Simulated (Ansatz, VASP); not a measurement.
One calculation of CdTe, two programs

File POSCAR:

```
CdTe
1.0
    0.0000000000      3.3421856524      3.3421856524
    3.3421856524      0.0000000000      3.3421856524
    3.3421856524      3.3421856524      0.0000000000
Cd Te
1 1
Direct
    0.0000000000      0.0000000000      0.0000000000
    0.2500000000      0.2500000000      0.2500000000
```

File INCAR.step1:

```
SYSTEM = CdTe
ALGO = Normal
EDIFF = 1E-4
ENCUT = 520
GGA = PE
ISMEAR = 0
LASPH = .True.
LCHARG = .False.
LREAL = .False.
LWAVE = .True.
NBANDS = 16
NELM = 60
PREC = Accurate
SIGMA = 0.02
```

Contents of INCAR.step2:

```
SYSTEM = CdTe
ALGO = Normal
EDIFF = 1E-6
ENCUT = 520
ISIF = 2
ISMEAR = 0
ISTART = 1
LASPH = .True.
LCHARG = .False.
LMIXTAU = .True.
LREAL = .False.
LWAVE = .False.
METAGGA = R2SCAN
NBANDS = 16
NELM = 60
PREC = Accurate
SIGMA = 0.02
```

KPOINTS

```
k-points
0
Gamma
  8 8 8
  0 0 0
```

Input for Ansatz:

```yaml
crystal:
  lattice:
    - [0.0, 3.3421856524, 3.3421856524]
    - [3.3421856524, 0.0, 3.3421856524]
    - [3.3421856524, 3.3421856524, 0.0]
  atoms:
    - { symbol: Cd, position: [0.0, 0.0, 0.0] }
    - { symbol: Te, position: [0.25, 0.25, 0.25] }
basis:
  ecutwfc: 500
kpoints:
  mp_grid: { grid: [8, 8, 8] }
hamiltonian:
  xc: r2scan
scf:
  occupations: { method: gaussian, width: 0.02 }
output:
  forces: true
  stress: true
  eigenvalues: true
```

Alike in both runs: task single point; functional r2SCAN; k mesh 8 × 8 × 8; occupations gaussian, width 0.02 eV; no spin polarisation.

|  | VASP | Ansatz |
| --- | --- | --- |
| version | VASP 6.6.1 | Ansatz 0.2.0 |
| potentials or method | VASP PAW PBE potentials, release 64 (Cd, Te), cutoff 520 eV | scalar-relativistic, plane waves, PAW |
| valence electrons in the cell | 18 | 36 |

```tsv
	VASP	Ansatz	Ansatz less VASP
gap on the k mesh at the Fermi level (eV)	0.97	0.98	+0.009
least direct gap on the mesh (eV)	0.97	0.98	+0.009
pressure (GPa)	-1.9	-2.0	-0.09
```

VASP's potentials were made for PBE, not for r2SCAN. The functional is the same, so the differences come from potentials, cutoffs and numerics. VASP's potentials hold 18 valence electrons a cell and Ansatz's 36, so a difference there can come from the potentials and not from the codes.

Spin-orbit coupling is off throughout.
